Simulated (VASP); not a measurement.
# TlSi2Pd2 (I4/mmm) in VASP: single point with r2SCAN

Aim: the single point of TlSi2Pd2 with r2SCAN.

Program: VASP 6.6.1. These are calculated values, not measurements. Logs are shortened: lines on timing, memory, paths and dates and some standing lists are left out, and cuts for length are marked.

## 1. The cell of the first run

The structure is tetragonal, space group I4/mmm (No. 139). The conventional cell has a = 4.215 Å, b = 4.215 Å, c = 10.066 Å, α = 90.00°, β = 90.00°, γ = 90.00°. Within 4.2 Å of Tl (site symmetry 4/mmm) lie 10 Si at 3.20 to 3.88 Å and 8 Pd at 3.28 Å. Within 3.1 Å of Si (site symmetry 4mm) lie 1 Si at 2.32 Å and 4 Pd at 2.51 Å. Pd (site symmetry -4m2) has 4 Si at 2.51 Å and 4 Pd at 2.98 Å and 4 Tl at 3.28 Å within 3.3 Å.

## 2. Single point, r2SCAN

Input file POSCAR:

```
TlSi2Pd2
1.0
    0.0000000000      4.2145490000      0.0000000000
    4.2145490000      0.0000000000      0.0000000000
    2.1072740000      2.1072740000     -5.0331950000
Tl Si Pd
1 2 2
Direct
    0.0000000000      0.0000000000      0.0000000000
    0.3850000000      0.3850000000      0.2300000000
    0.6150000000      0.6150000000      0.7700000000
    0.7500000000      0.2500000000      0.5000000000
    0.2500000000      0.7500000000      0.5000000000
```

Input file INCAR.step1:

```
SYSTEM = TlSi2Pd2
PREC = Accurate
ENCUT = 520
ISMEAR = -1
SIGMA = 0.1
LREAL = .FALSE.
LASPH = .TRUE.
NELM = 80
NBANDS = 28
GGA = PE
ALGO = Normal
EDIFF = 1E-4
LWAVE = .TRUE.
LCHARG = .FALSE.
```

Input file INCAR.step2:

```
SYSTEM = TlSi2Pd2
PREC = Accurate
ENCUT = 520
EDIFF = 1E-6
ISMEAR = -1
SIGMA = 0.1
LREAL = .FALSE.
LASPH = .TRUE.
NELM = 80
ALGO = Normal
ISIF = 2
LWAVE = .FALSE.
LCHARG = .FALSE.
METAGGA = R2SCAN
LMIXTAU = .TRUE.
NBANDS = 28
ISTART = 1
```

Input file KPOINTS:

```
Automatic mesh
0
G
  9 9 9
  0 0 0
```

Potentials or basis: VASP PAW PBE potentials, release 64 (Tl_d, Si, Pd).

Command:

```console
> cat potpaw_PBE.64/Tl_d/POTCAR potpaw_PBE.64/Si/POTCAR potpaw_PBE.64/Pd/POTCAR > POTCAR
> cp INCAR.step1 INCAR
> mpirun -np 1 vasp_std > vasp.out
> cp INCAR.step2 INCAR
> mpirun -np 1 vasp_std > vasp.out
```

OUTCAR:

```text
SYSTEM = TlSi2Pd2
   PREC = Accurate
   ENCUT = 520
   EDIFF = 1E-6
   ISMEAR = -1
   LREAL = .FALSE.
   LASPH = .TRUE.
   NELM = 80
   ISIF = 2
   METAGGA = R2SCAN
   ISTART = 1

 ion  position               nearest neighbor table
   1  0.000  0.000  0.000-   2 3.20   3 3.20   3 3.20   3 3.20   2 3.20   2 3.20   3 3.20   2 3.20
                             5 3.28   4 3.28   5 3.28   4 3.28   4 3.28   5 3.28   5 3.28   4 3.28
   2  0.385  0.385  0.230-   3 2.32   4 2.51   5 2.51   5 2.51   4 2.51   1 3.20   1 3.20   1 3.20
                             1 3.20
   3  0.615  0.615  0.770-   2 2.32   4 2.51   5 2.51   4 2.51   5 2.51   1 3.20   1 3.20   1 3.20
                             1 3.20
   4  0.750  0.250  0.500-   2 2.51   3 2.51   2 2.51   3 2.51   5 2.98   5 2.98   5 2.98   5 2.98
                             1 3.28   1 3.28   1 3.28   1 3.28
   5  0.250  0.750  0.500-   2 2.51   3 2.51   2 2.51   3 2.51   4 2.98   4 2.98   4 2.98   4 2.98
                             1 3.28   1 3.28   1 3.28   1 3.28

  LATTYP: Found a body centered tetragonal cell.
 ALAT       =     4.2145490000
 C/A-ratio  =     2.3884856956

  Lattice vectors:

 A1 = (  -2.1072740000,   2.1072750000,   5.0331950000)
 A2 = (   2.1072750000,  -2.1072740000,   5.0331950000)
 A3 = (   2.1072740000,   2.1072740000,  -5.0331950000)

Analysis of symmetry for initial positions (statically):
=====================================================================
 Subroutine PRICEL returns:
 Original cell was already a primitive cell.

 Routine SETGRP: Setting up the symmetry group for a
 body centered tetragonal supercell.

 Subroutine GETGRP returns: Found 16 space group operations
 (whereof 16 operations were pure point group operations)
 out of a pool of 16 trial point group operations.

The static configuration has the point symmetry D_4h.

Analysis of symmetry for dynamics (positions and initial velocities):
=====================================================================
 Subroutine PRICEL returns:
 Original cell was already a primitive cell.

 Routine SETGRP: Setting up the symmetry group for a
 body centered tetragonal supercell.

 Subroutine GETGRP returns: Found 16 space group operations
 (whereof 16 operations were pure point group operations)
 out of a pool of 16 trial point group operations.

The dynamic configuration has the point symmetry D_4h.

 Subroutine INISYM returns: Found 16 space group operations
 (whereof 16 operations are pure point group operations),
 and found     1 'primitive' translations

----------------------------------------------------------------------------------------

                                     Primitive cell

  volume of cell :      89.4017

  direct lattice vectors                    reciprocal lattice vectors
     0.000000000  4.214549000  0.000000000     0.000000000  0.237273312  0.099340455
     4.214549000  0.000000000  0.000000000     0.237273312  0.000000000  0.099340455
     2.107274000  2.107274000 -5.033195000     0.000000000  0.000000000 -0.198680957

  length of vectors
     4.214549000  4.214549000  5.849295627     0.257229762  0.257229762  0.198680957

  position of ions in fractional coordinates (direct lattice)
     0.000000000  0.000000000  0.000000000
     0.385000000  0.385000000  0.230000000
     0.615000000  0.615000000  0.770000000
     0.750000000  0.250000000  0.500000000
     0.250000000  0.750000000  0.500000000

  ion indices of the primitive-cell ions
   primitive index   ion index
                 1           1
                 2           2
                 3           3
                 4           4
                 5           5

----------------------------------------------------------------------------------------

 KPOINTS: Automatic mesh

Automatic generation of k-mesh.
 Grid dimensions read from file:
 generate k-points for:    9    9    9

 Generating k-lattice:

  Cartesian coordinates                     Fractional coordinates (reciprocal lattice)
     0.000000000  0.026363701  0.011037828     0.111111111  0.000000000 -0.000000000
     0.026363701  0.000000000  0.011037828     0.000000000  0.111111111 -0.000000000
     0.000000000  0.000000000 -0.022075662     0.000000000  0.000000000  0.111111111

  Length of vectors
     0.028581085  0.028581085  0.022075662

  Shift w.r.t. Gamma in fractional coordinates (k-lattice)
     0.000000000  0.000000000  0.000000000

 Subroutine IBZKPT returns following result:
 ===========================================

 Found     75 irreducible k-points:

 Following reciprocal coordinates:
            Coordinates               Weight
  0.000000  0.000000  0.000000      1.000000
  0.111111  0.000000 -0.000000      8.000000
  0.222222  0.000000  0.000000      8.000000
  0.333333  0.000000  0.000000      8.000000
  0.444444  0.000000  0.000000      8.000000
  0.111111  0.111111 -0.000000      8.000000
[... 16 lines left out ...]
 -0.333333  0.333333  0.000000      4.000000
  0.444444  0.444444  0.000000      8.000000
 [... further k-points ...]
   k-points           NKPTS =     75   k-points in BZ     NKDIM =     75   number of bands    NBANDS=     28
   number of dos      NEDOS =    301   number of ions     NIONS =      5
   total plane-waves  NPLWV =  49152
   dimension x,y,z NGX =    32 NGY =   32 NGZ =   48
   dimension x,y,z NGXF=    64 NGYF=   64 NGZF=   96
   ions per type =               1   2   2
   NGX,Y,Z   is equivalent  to a cutoff of  12.62, 12.62, 13.64 a.u.
   NGXF,Y,Z  is equivalent  to a cutoff of  25.25, 25.25, 27.28 a.u.
 SYSTEM =  TlSi2Pd2
   PREC   = accura    normal or accurate (medium, high low for compatibility)
   ISTART =      1    job   : 0-new  1-cont  2-samecut
   ICHARG =      0    charge: 1-file 2-atom 10-const
   ISPIN  =      1    spin polarized calculation?
   LNONCOLLINEAR =      F non collinear calculations
   LSORBIT =      F    spin-orbit coupling
   LASPH  =      T    aspherical Exc in radial PAW
   ENCUT  =  520.0 eV  38.22 Ry    6.18 a.u.   7.84  7.84 10.88*2*pi/ulx,y,z
   NELM   =     80;   NELMIN=  2; NELMDL=  0     # of ELM steps
   EDIFF  = 0.1E-05   stopping-criterion for ELM
   LREAL  =      F    real-space projection
   EDIFFG = 0.1E-04   stopping-criterion for IOM
   NSW    =      0    number of steps for IOM
   IBRION =     -1    ionic relax: 0-MD 1-quasi-New 2-CG
   NFREE  =      0    steps in history (QN), initial steepest desc. (CG)
   ISIF   =      2    stress and relaxation
   ISYM   =      2    0-nonsym 1-usesym 2-fastsym
   POTIM  = 0.5000    time-step for ionic-motion
   TEBEG  =    0.0;   TEEND  =   0.0 temperature during run
   PSTRESS=    0.0 pullay stress
   NELECT =      41.0000    total number of electrons
   NUPDOWN=      -1.0000    fix difference up-down
   EMIN   =  10.00;   EMAX   =-10.00  energy-range for DOS
   EFERMI =   0.00;   METHOD = LEGACY
   ISMEAR =    -1;   SIGMA  =   0.10  broadening in eV -4-tet -1-fermi 0-gaus
   EFERMI_NEDOS =   21; number of points for ismear=-14 and -15
   IALGO  =     38    algorithm
   IMIX   =      4    mixing-type and parameters
     AMIX     =   0.40;   BMIX     =  1.00
     AMIX_MAG =   1.60;   BMIX_MAG =  1.00
  volume/ion in A,a.u.               =      17.88       120.66
  Fermi-wavevector in a.u.,A,eV,Ry     =   1.262469  2.385721 21.685353  1.593828
  Thomas-Fermi vector in A             =   2.395876
   LORBIT       =      0    0 simple, 1 ext, 2 COOP (PROOUT), +10 PAW based schemes
   METAGGA = R2SCAN    functional components
   LHFCALC =     F    Hartree Fock is set to
   AEXX    =    0.0000 exact exchange contribution
   IVDW    =     0    specifies the selected vdW correction
   LEPSILON=     F    determine dielectric tensor
   LRPA    =     F    only Hartree local field effects (RPA)
 non-spin polarized calculation
  energy-cutoff  :      520.00
  volume of cell :       89.40
 maximum number of plane-waves:      2426
   NGX = 15   NGY = 15   NGZ = 21

 number of electron      41.0000003 magnetization

 Free energy of the ion-electron system (eV)
  ---------------------------------------------------
  ext. energy  EPLUGINS =         0.00000000
  ---------------------------------------------------
  free energy    TOTEN  =      -117.78444153 eV

  energy without entropy =     -117.72806958  energy(sigma->0) =     -117.75625556

 E-fermi :   8.5541     XC(G=0): -12.1406

 val. band max:        8.5530237468   @ k =   0.4444   0.4444   0.0000
 cond. band min:       8.5552760437   @ k =  -0.2222   0.2222   0.0000
 fundamental gap:      0.0022522969
 Fermi energy:         8.5541366925

 k-point     1 :       0.0000    0.0000    0.0000
  band No.  band energies     occupation
      1      -3.3910      2.00000
      2      -3.1683      2.00000
      3      -3.1070      2.00000
      4      -3.1070      2.00000
      5      -3.1016      2.00000
      6      -2.9948      2.00000
[... 20 lines left out ...]
     27      14.8788      0.00000
     28      14.8788      0.00000

 k-point     2 :       0.1111    0.0000   -0.0000
  band No.  band energies     occupation
      1      -3.3236      2.00000
      2      -3.1591      2.00000
      3      -3.1199      2.00000
      4      -3.1115      2.00000
      5      -3.1063      2.00000
      6      -2.9382      2.00000
[... 20 lines left out ...]
     27      14.3574      0.00000
     28      14.5864      0.00000

 k-point     3 :       0.2222    0.0000    0.0000
  band No.  band energies     occupation
      1      -3.2190      2.00000
      2      -3.1557      2.00000
      3      -3.1363      2.00000
      4      -3.1261      2.00000
      5      -3.1047      2.00000
      6      -2.6956      2.00000
[... 20 lines left out ...]
     27      14.4213      0.00000
     28      15.6186      0.00000

 k-point     4 :       0.3333    0.0000    0.0000
  band No.  band energies     occupation
      1      -3.1990      2.00000
      2      -3.1747      2.00000
      3      -3.1637      2.00000
      4      -3.1028      2.00000
      5      -3.0782      2.00000
      6      -2.2415      2.00000
[... 20 lines left out ...]
     27      13.7883      0.00000
     28      16.2808      0.00000

 k-point     5 :       0.4444    0.0000    0.0000
  band No.  band energies     occupation
      1      -3.2263      2.00000
      2      -3.1813      2.00000
      3      -3.1600      2.00000
      4      -3.1015      2.00000
      5      -3.0477      2.00000
      6      -1.7929      2.00000
[... 20 lines left out ...]
     27      14.2126      0.00000
     28      15.3513      0.00000

 k-point     6 :       0.1111    0.1111   -0.0000
  band No.  band energies     occupation
      1      -3.2826      2.00000
      2      -3.1519      2.00000
      3      -3.1281      2.00000
      4      -3.1193      2.00000
      5      -3.1174      2.00000
      6      -2.8186      2.00000
[... 463 lines left out ...]
      5      -3.0191      2.00000
      6      -0.8493      2.00000
[... 20 lines left out ...]
     27      15.1970      0.00000
     28      16.0662      0.00000

 k-point    22 :      -0.4444    0.3333   -0.0000
  band No.  band energies     occupation
      1      -3.4876      2.00000
      2      -3.1892      2.00000
      3      -3.1459      2.00000
      4      -3.0760      2.00000
      5      -3.0173      2.00000
      6      -0.9748      2.00000
[... 20 lines left out ...]
     27      15.5768      0.00000
     28      15.9894      0.00000

 k-point    23 :      -0.3333    0.3333    0.0000
  band No.  band energies     occupation
      1      -3.4386      2.00000
      2      -3.1718      2.00000
      3      -3.1485      2.00000
      4      -3.0836      2.00000
      5      -3.0396      2.00000
      6      -1.4142      2.00000
[... 20 lines left out ...]
     27      15.3467      0.00000
     28      15.8175      0.00000

 k-point    24 :       0.4444    0.4444    0.0000
  band No.  band energies     occupation
      1      -3.5488      2.00000
      2      -3.1954      2.00000
      3      -3.1488      2.00000
      4      -3.0646      2.00000
      5      -2.9977      2.00000
      6      -0.5898      2.00000
[... 20 lines left out ...]
     27      15.8742      0.00000
     28      17.3105      0.00000

 [... further k-points ...]
[... 5 lines left out ...]
  --------------------------------------------------------------------------------------
  -------------------------------------------------------------------------------------
  Total       -0.9517058     -0.9517058     -1.3320001     -0.0000000     -0.0000001     -0.0000001
  in kB      -17.0556120    -17.0556120    -23.8709034     -0.0000000     -0.0000024     -0.0000024
  external PRESSURE =     -19.3273758 kB  Pullay stress =       0.0000000 kB

 VOLUME and BASIS-vectors are now :
 -----------------------------------------------------------------------------
  energy-cutoff  :      520.00
  volume of cell :       89.40
      direct lattice vectors                 reciprocal lattice vectors
     0.000000000  4.214549000  0.000000000     0.000000000  0.237273312  0.099340455
     4.214549000  0.000000000  0.000000000     0.237273312  0.000000000  0.099340455
     2.107274000  2.107274000 -5.033195000     0.000000000  0.000000000 -0.198680957

 POSITION                                       TOTAL-FORCE (eV/Angst)
 -----------------------------------------------------------------------------------
      0.00000      0.00000      0.00000         0.000000      0.000000      0.000000
      2.10727      2.10727     -1.15763        -0.000000     -0.000000     -0.890865
      4.21455      4.21455     -3.87556         0.000000      0.000000      0.890865
      2.10727      4.21455     -2.51660         0.000000     -0.000000      0.000000
      4.21455      2.10727     -2.51660        -0.000000      0.000000     -0.000000
 -----------------------------------------------------------------------------------
    total drift:                                0.000000     -0.000000     -0.000000

  FREE ENERGIE OF THE ION-ELECTRON SYSTEM (eV)
  ---------------------------------------------------
  free  energy   TOTEN  =      -117.7844415321 eV

  energy  without entropy=     -117.7280695823  energy(sigma->0) =     -117.75625556
```

It took 22 min on 1 thread of Oxide Virtual Turin-like, shared host; peak memory 0.32 GiB.

What came out:

- Free energy: -117.7844 eV
- Pressure: -1.9 GPa
- Largest force: 0.891 eV/Å

Forces in eV/Å, atoms in the order of the input:
```
Tl   0.000  0.000  0.000
Si   0.000  0.000 -0.891
Si   0.000  0.000  0.891
Pd   0.000  0.000  0.000
Pd   0.000  0.000  0.000
```

Levels at points of the mesh, in eV from the Fermi level:
```
           k point  band 18  band 19  band 20  band 21  band 22  band 23
(0.00, 0.00, 0.00)    -1.85    -1.55     0.21     0.21     0.62     0.62
```

Caveat: the PAW data sets were made with another functional, which shifts forces and pressure a little; spin-orbit coupling is left out, which moves the levels of the heavy elements.
